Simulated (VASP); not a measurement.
Here is a VASP 6.6.1 calculation.

INCAR

```
SYSTEM = SnSe
PREC = Accurate
ENCUT = 520
EDIFF = 1E-7
ISMEAR = -1
SIGMA = 0.01
LREAL = .FALSE.
LASPH = .TRUE.
NELM = 80
ALGO = Normal
ISIF = 2
LWAVE = .FALSE.
LCHARG = .TRUE.
GGA = PE
LELF = .TRUE.
LVHAR = .TRUE.
NBANDS = 17
```

The input KPOINTS:

```
Automatic mesh
0
G
  6 6 6
  0 0 0
```

Contents of POSCAR:

```
SnSe
1.0
    0.0000000000      3.4124813361      3.4124813361
    3.4124813361      0.0000000000      3.4124813361
    3.4124813361      3.4124813361      0.0000000000
Sn Se
1 1
Direct
    0.0000000000      0.0000000000      0.0000000000
    0.2500000000      0.2500000000      0.2500000000
```

Potentials or basis: VASP PAW PBE potentials, release 64 (Sn_d, Se).

The run is started by

```console
$ cat potpaw_PBE.64/Sn_d/POTCAR potpaw_PBE.64/Se/POTCAR > POTCAR
$ mpirun -np 1 vasp_std > vasp.out
```

(1) Estimate the pressure.

(2) Predict the band gap on the k mesh.

Answers

(1) -0.6 GPa.

(2) 0.27 eV (least direct gap 0.72 eV).

Caveat: spin-orbit coupling is left out, which moves the levels of the heavy elements.
